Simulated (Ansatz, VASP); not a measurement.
# MoS2 in VASP and in Ansatz

```xyz
3
Lattice="1.5800 0.9122 6.1500 -1.5800 0.9122 6.1500 0.0000 -1.8244 6.1500" Properties=species:S:1:pos:R:3 pbc="T T T"
Mo    0.0000    0.0000    0.0000
S     0.0000    0.0000    4.6125
S     0.0000    0.0000    7.6936
```

Alike in both runs: task single point; functional PBE; k mesh 4 × 4 × 4; occupations gaussian, width 0.1 eV; no spin polarisation.

|  | VASP | Ansatz |
| --- | --- | --- |
| version | VASP 6.6.1 | Ansatz 0.2.0 |
| potentials or method | VASP PAW PBE potentials, release 64 (Mo_sv, S) | plane waves, PAW |
| plane-wave cutoff (eV) | 520 | 420 |
| valence electrons in the cell | 26 | 26 |

VASP gave:

| Quantity | Value |
| --- | --- |
| pressure (GPa) | 4.8 |
| traceless stress, the component that is largest in VASP (GPa) | 1.81 |

Q: What did Ansatz give for the same quantities?

A: Pressure (GPa): 4.9; traceless stress, the component that is largest in VASP (GPa): 1.85.

The k mesh is coarse, so the values compare programs but aren't converged.
